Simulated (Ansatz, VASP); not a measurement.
Ti: VASP beside Ansatz

```
Ti
1.0
     5.87633    0.00000    0.00000
     0.00000    4.65047    0.00000
     0.00000    0.00000   22.78422
Ti
12
Direct
  0.00000 0.75000 0.17556
  0.50000 0.75000 0.17556
  0.25000 0.25000 0.21279
  0.75000 0.25000 0.21279
  0.25000 0.75000 0.28724
  0.75000 0.75000 0.28724
  0.00000 0.25000 0.32334
  0.50000 0.25000 0.32334
  0.00000 0.75000 0.39428
  0.50000 0.75000 0.39428
  0.25000 0.25000 0.42943
  0.75000 0.25000 0.42943
```

Alike in both runs: task single point; functional PBE; k mesh 5 × 6 × 1; occupations gaussian, width 0.1 eV; no spin polarisation.

```csv
,VASP,Ansatz
version,VASP 6.6.1,Ansatz 0.2.0
potentials or method,"VASP PAW PBE potentials, release 64 (Ti_sv), cutoff 520 eV","scalar-relativistic, plane waves, PAW"
valence electrons in the cell,144,144
```

Ansatz gave:

```
gap on the k mesh at the Fermi level (eV)  : none
rms of the force components (eV/Å)         : 0.122
work function, face that differs most (eV) : 3.88
```

Question: What did VASP give for the same quantities?

Answer: gap on the k mesh at the Fermi level (eV): none; rms of the force components (eV/Å): 0.125; work function, face that differs most (eV): 3.88.

Atom by atom the forces differ by 0.006 eV/Å (rms over components). A gap of «none» marks a metal or a gap that the smearing closes.
